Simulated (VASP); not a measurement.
Write the native input for VASP 6.6.1 that does the following.

- Task: single point
- Functional: PBE
- Potentials or basis: VASP PAW PBE potentials, release 64 (Ba_sv, Ti_sv, O)
- Cutoff: 520 eV
- k mesh: 6 × 6 × 6
- Occupations: gaussian, width 0.05 eV
- Spin: no spin polarisation
- Dipole correction: no
- Further INCAR settings: ALGO = Normal; EDIFF = 1e-07; NBANDS = 28

The structure of BaTiO3 lies in POSCAR:

```
BaTiO3
1.0
    4.0192501412      0.0000000000      0.0000000000
    0.0000000000      4.0192501412      0.0000000000
    0.0000000000      0.0000000000      4.0192501412
Ba Ti O
1 1 3
Direct
    0.5088875953      0.4625397603      0.4898781701
   -0.0355503811      0.1498409587      0.0404873198
    0.5088875953     -0.0374602397     -0.0101218299
    0.0088875953      0.4625397603     -0.0101218299
    0.0088875953     -0.0374602397      0.4898781701
```

This cell differs from its parent crystal: all Ti atoms moved 0.8 Å in one direction.

The input as run:

INCAR

```
SYSTEM = BaTiO3
  ALGO = Normal
  EDIFF = 1E-7
  ENCUT = 520
  GGA = PE
  ISIF = 2
  ISMEAR = 0
  LASPH = .True.
  LCHARG = .False.
  LREAL = .False.
  LWAVE = .False.
  NBANDS = 28
  NELM = 100
  PREC = Accurate
  SIGMA = 0.05
```

KPOINTS

```
k-points
0
Gamma
  6 6 6
  0 0 0
```

Potentials or basis: VASP PAW PBE potentials, release 64 (Ba_sv, Ti_sv, O).

Launch:

```sh
$ cat potpaw_PBE.64/Ba_sv/POTCAR potpaw_PBE.64/Ti_sv/POTCAR potpaw_PBE.64/O/POTCAR > POTCAR
$ mpirun -np 1 vasp_std > vasp.out
```

It gave:

```yaml
Pressure: 61.5 GPa
Largest_force: 53.894 eV/Å
Band_gap_on_the_k_mesh: 2.07 eV (least direct gap 2.62 eV)
```

Caveat: the cell differs from its parent crystal (all Ti atoms moved 0.8 Å in one direction); atoms lie so close that the PAW spheres overlap strongly, which falsifies energies and pressures; the cell stands under pressure; spin-orbit coupling is left out, which moves the levels of the heavy elements; forces of over 1 eV/Å act on the atoms, so gaps and moduli don't describe the material at rest.

Wall time 3.5 min on 1 thread of AMD EPYC 7R43 64-Core Processor (Zen 3), with other jobs on the host, peak memory 0.28 GiB.
